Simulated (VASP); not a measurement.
# SrO in VASP: a series of runs, part 2 of 2

VASP 6.6.1. The steps go on from the part before.

## Step 3: Relaxation of cell and atoms, BLYP+D4

This run uses another cell than the first one, of 15.55 Å³/atom.

Contents of INCAR:

```
PREC     = Accurate       # precision mode
ENCUT    = 600            # plane-wave cutoff, eV
EDIFF    = 1E-7           # SCF threshold, eV
ISMEAR   = 1              # smearing method
SIGMA    = 0.1            # smearing width, eV
LREAL    = False          # projectors in reciprocal space
LASPH    = True           # aspherical terms in the spheres
NELM     = 60             # most SCF steps
ALGO     = Normal         # electronic algorithm
ISIF     = 3              # what is computed and relaxed
LWAVE    = False          # write WAVECAR
LCHARG   = False          # write CHGCAR
GGA      = B5             # functional
ALDAX    = 1.0          
AGGAX    = 1.0          
AGGAC    = 1.0          
ALDAC    = 0.0          
IVDW     = 13             # dispersion correction
VDW_S6   = 1.0          
VDW_S8   = 2.34076671   
VDW_A1   = 0.44488865   
VDW_A2   = 4.0933009    
IBRION   = 2              # ionic algorithm
NSW      = 60             # ionic steps
EDIFFG   = -0.01          # ionic threshold
```

Contents of KPOINTS:

```
Automatic mesh
0
Gamma
  9 9 9
```

Contents of POSCAR:

```
SrO
1.0
    0.0000000000      2.4959547047      2.4959547047
    2.4959547047      0.0000000000      2.4959547047
    2.4959547047      2.4959547047      0.0000000000
Sr O
1 1
Direct
    0.5000000000      0.5000000000      0.5000000000
    0.0000000000      0.0000000000      0.0000000000
```

Potentials or basis: VASP PAW PBE potentials, release 64 (Sr_sv, O).

The run is started by

```bash
$ cat potpaw_PBE.64/Sr_sv/POTCAR potpaw_PBE.64/O/POTCAR > POTCAR
$ mpirun -np 1 vasp_std > vasp.out
```

Run time: 2.1 min. Hardware: 1 thread of Intel Xeon 8259CL, shared host; peak memory 0.18 GiB.

It converged, with:

- Free energy: -12.0854 eV
- Relaxed volume: 17.55 Å³/atom
- Relaxed cell: a = 3.675 Å, b = 3.675 Å, c = 3.675 Å, α = 60.00°, β = 60.00°, γ = 60.00°
- Space group after relaxing (to 0.1 Å): Fm-3m (No. 225)
- Energy gained by relaxing: 76.4 meV/atom
- Ionic steps: 3
- Pressure after relaxing: 0.0 GPa
- Band gap on the k mesh: 3.46 eV (least direct gap 3.57 eV)
- Dispersion energy per atom: -0.299 eV

Step by step:
| step | energy change (eV) | largest force (eV/Å) | pressure (GPa) | volume (Å³) |
| --- | --- | --- | --- | --- |
| 1 | 0.0000 | 0.0000 | 13.66 | 31.10 |
| 2 | -0.1151 | 0.0000 | -4.86 | 37.45 |
| 3 | -0.1527 | 0.0000 | 0.02 | 35.09 |

Final structure:
```cif
data_structure
_symmetry_space_group_name_H-M 'P 1'
_symmetry_Int_Tables_number 1
_cell_length_a 3.6749
_cell_length_b 3.6749
_cell_length_c 3.6749
_cell_angle_alpha 60.000
_cell_angle_beta 60.000
_cell_angle_gamma 60.000
_cell_volume 35.09
loop_
_atom_site_label
_atom_site_type_symbol
_atom_site_fract_x
_atom_site_fract_y
_atom_site_fract_z
_atom_site_occupancy
Sr1 Sr 0.50000 0.50000 0.50000 1
O1 O 0.00000 0.00000 0.00000 1
```

Levels at points of the mesh, in eV from the valence-band top:
```tsv
k point	band 6	band 7	band 8	band 9	band 10	band 11
(0.00, 0.00, 0.00)	0.00	0.00	0.00	4.00	6.14	6.14
```

Caveat: the PAW data sets were made with another functional, which shifts forces and pressure a little; an odd mesh through Γ misses points on the zone boundary, where band edges can lie. Expect the measured gap to be larger: semilocal functionals such as BLYP lack the derivative discontinuity.

## Step 4: Relaxation of cell and atoms, LDA

This run uses another cell than the first one, of 16.90 Å³/atom.

Contents of INCAR:

```
SYSTEM = SrO
PREC = Accurate
ENCUT = 600
EDIFF = 1E-7
ISMEAR = -1
SIGMA = 0.15
LREAL = .False.
LASPH = .True.
NELM = 100
ALGO = Normal
ISIF = 3
LWAVE = .False.
LCHARG = .False.
IBRION = 2
NSW = 60
EDIFFG = -0.01
```

Contents of KPOINTS:

```
regular mesh
0
Gamma
  9 9 9
  0 0 0
```

Contents of POSCAR:

```
SrO
1.0
    0.0000000000      2.5663000000      2.5663000000
    2.5663000000      0.0000000000      2.5663000000
    2.5663000000      2.5663000000      0.0000000000
Sr O
1 1
Direct
    0.5000000000      0.5000000000      0.5000000000
    0.0000000000      0.0000000000      0.0000000000
```

Potentials or basis: VASP PAW LDA potentials, release 64 (Sr_sv, O).

The run is started by

```bash
$ cat potpaw_LDA.64/Sr_sv/POTCAR potpaw_LDA.64/O/POTCAR > POTCAR
$ mpirun -np 1 vasp_std > vasp.out
```

Run time: 90 s. Hardware: 1 thread of Intel Xeon 8259CL, shared host; peak memory 0.17 GiB.

The run converged. Its results:

```yaml
Free_energy: -13.3910 eV
Relaxed_volume: 16.34 Å³/atom
Relaxed_cell: a = 3.589 Å, b = 3.589 Å, c = 3.589 Å, α = 60.00°, β = 60.00°, γ = 60.00°
Space_group_after_relaxing_to_0.1_Å: Fm-3m (No. 225)
Energy_gained_by_relaxing: 5.8 meV/atom
Ionic_steps: 3
Pressure_after_relaxing: 0.0 GPa
Band_gap_on_the_k_mesh: 3.13 eV (least direct gap 3.19 eV)
```

Step by step:
```tsv
step	energy change (eV)	largest force (eV/Å)	pressure (GPa)	volume (Å³)
1	0.0000	0.0000	-3.23	33.80
2	-0.0088	0.0000	1.75	32.17
3	-0.0116	0.0000	0.00	32.69
```

Final structure:
```
Sr O
1.0
     0.00000    2.53780    2.53780
     2.53780    0.00000    2.53780
     2.53780    2.53780    0.00000
Sr O
1 1
Direct
  0.50000 0.50000 0.50000
  0.00000 0.00000 0.00000
```

Levels at points of the mesh, in eV from the valence-band top:
| k point | band 5 | band 6 | band 7 | band 8 | band 9 | band 10 | band 11 | band 12 |
| --- | --- | --- | --- | --- | --- | --- | --- | --- |
| (0.00, 0.00, 0.00) | -13.64 | 0.00 | 0.00 | 0.00 | 4.08 | 6.19 | 6.19 | 6.19 |

Caveat: an odd mesh through Γ misses points on the zone boundary, where band edges can lie. Zero-point motion and thermal expansion aren't in these numbers.

## Step 5: Single point, revPBE (atoms moved at random)

Contents of INCAR:

```
PREC = Accurate
ENCUT = 520
EDIFF = 1E-6
ISMEAR = 0
SIGMA = 0.01
LREAL = F
LASPH = T
NELM = 80
ALGO = Normal
ISIF = 2
LWAVE = F
LCHARG = F
GGA = RE
NBANDS = 15
```

Contents of KPOINTS:

```
Automatic mesh
0
Gamma
  7 7 7
```

Contents of POSCAR:

```
SrO
1.0
    0.0000000000      2.5663000000      2.5663000000
    2.5663000000      0.0000000000      2.5663000000
    2.5663000000      2.5663000000      0.0000000000
Sr O
1 1
Direct
    0.4974510000      0.4821230000      0.5172400000
    0.0123820000     -0.0178290000      0.0180630000
```

Potentials or basis: VASP PAW PBE potentials, release 64 (Sr_sv, O).

The run is started by

```bash
$ cat potpaw_PBE.64/Sr_sv/POTCAR potpaw_PBE.64/O/POTCAR > POTCAR
$ mpirun -np 1 vasp_std > vasp.out
```

Wall time 2.4 min (1 thread of Intel Xeon 8259CL, shared host); peak memory 0.23 GiB.

Results (log left out):

```
Free energy            : -11.4162 eV
Pressure               : 6.3 GPa
Largest force          : 0.137 eV/Å
Band gap on the k mesh : 3.46 eV (least direct gap 3.55 eV)
```

Forces on the atoms (eV/Å):
```
Sr   0.005  0.099  0.094
O   -0.005 -0.099 -0.094
```

Stress tensor (GPa, compression positive):
```
 6.15  0.00  0.00
 0.00  6.35 -0.03
 0.00 -0.03  6.33
```

Levels at points of the mesh, in eV from the valence-band top:
| k point | band 5 | band 6 | band 7 | band 8 | band 9 | band 10 | band 11 | band 12 |
| --- | --- | --- | --- | --- | --- | --- | --- | --- |
| (0.00, 0.00, 0.00) | -14.06 | 0.00 | 0.00 | 0.00 | 4.16 | 6.28 | 6.29 | 6.29 |

Caveat: the cell differs from its parent crystal (atoms moved at random); the cell stands under pressure; the PAW data sets were made with another functional, which shifts forces and pressure a little; an odd mesh through Γ misses points on the zone boundary, where band edges can lie.

## Step 6: Single point, PBEsol (atoms moved at random)

Contents of INCAR:

```
ALGO = Normal
EDIFF = 1E-7
ENCUT = 520
GGA = PS
ISIF = 2
ISMEAR = -1
LASPH = True
LCHARG = False
LREAL = False
LWAVE = False
NBANDS = 15
NELM = 100
PREC = Accurate
SIGMA = 0.05
```

Contents of KPOINTS:

```
k-points
0
Gamma
  7 7 7
```

Contents of POSCAR:

```
SrO
1.0
    0.0000000000      2.5663000000      2.5663000000
    2.5663000000      0.0000000000      2.5663000000
    2.5663000000      2.5663000000      0.0000000000
Sr O
1 1
Direct
    0.5138796708      0.5078839388      0.4963410757
    0.0130713292      0.0070420612     -0.0028470757
```

Potentials or basis: VASP PAW PBE potentials, release 64 (Sr_sv, O).

The run is started by

```bash
$ cat potpaw_PBE.64/Sr_sv/POTCAR potpaw_PBE.64/O/POTCAR > POTCAR
$ mpirun -np 1 vasp_std > vasp.out
```

Wall time 94 s (1 thread of Intel Xeon 8259CL, shared host); peak memory 0.19 GiB.

It converged, with:

| Item | Value |
| --- | --- |
| Free energy | -12.6397 eV |
| Pressure | 0.1 GPa |
| Largest force | 0.009 eV/Å |
| Band gap on the k mesh | 3.25 eV (least direct gap 3.35 eV) |

Forces in eV/Å, atoms in the order of the input:
```
Sr   0.000  0.000 -0.009
O    0.000  0.000  0.009
```

Levels at points of the mesh, in eV from the valence-band top:
```csv
k point,band 6,band 7,band 8,band 9,band 10,band 11
"(0.00, 0.00, 0.00)",0.00,0.00,0.00,3.86,6.17,6.17
```

Caveat: the cell differs from its parent crystal (atoms moved at random); the PAW data sets were made with another functional, which shifts forces and pressure a little; an odd mesh through Γ misses points on the zone boundary, where band edges can lie.

## Step 7: Summary

| task | level | potentials or basis | cell | k mesh | cutoff (eV) | smearing | gap on the mesh (eV) | pressure (GPa) | relaxed volume (Å³/atom) | largest force (eV/Å) |
| --- | --- | --- | --- | --- | --- | --- | --- | --- | --- | --- |
| single point | r2SCAN+D3(BJ) | VASP PAW PBE potentials, release 64 (Sr_sv, O) | a = 3.369 Å, angles 60.0°, 2 atoms, atomic positions A | 9 × 9 × 9 | 520 | gaussian 0.01 eV | 3.40 | 38.0 | - | - |
| relaxation of cell and atoms | BLYP+D4 | VASP PAW PBE potentials, release 64 (Sr_sv, O) | relaxed from a = 3.530 Å, angles 60.0°, 2 atoms, atomic positions A | 9 × 9 × 9 | 600 | methfessel-paxton 0.1 eV | 3.46 | 0.0 | 17.55 | - |
| relaxation of cell and atoms | LDA | VASP PAW LDA potentials, release 64 (Sr_sv, O) | relaxed from a = 3.629 Å, angles 60.0°, 2 atoms, atomic positions A | 9 × 9 × 9 | 600 | fermi-dirac 0.15 eV | 3.13 | 0.0 | 16.34 | - |
| single point | revPBE | VASP PAW PBE potentials, release 64 (Sr_sv, O) | a = 3.629 Å, angles 60.0°, 2 atoms, atomic positions B | 7 × 7 × 7 | 520 | gaussian 0.01 eV | 3.46 | 6.3 | - | 0.14 |
| single point | PBEsol | VASP PAW PBE potentials, release 64 (Sr_sv, O) | a = 3.629 Å, angles 60.0°, 2 atoms, atomic positions A | 7 × 7 × 7 | 520 | fermi-dirac 0.05 eV | 3.25 | 0.1 | - | 0.01 |

Alike in all rows: no spin polarisation.

Caveats: an odd mesh through Γ misses points on the zone boundary, where band edges can lie; the PAW data sets were made with another functional, which shifts forces and pressure a little (at least some runs); the cell stands under pressure (at least some runs).

Absolute energies hang on the potentials; compare differences alone.
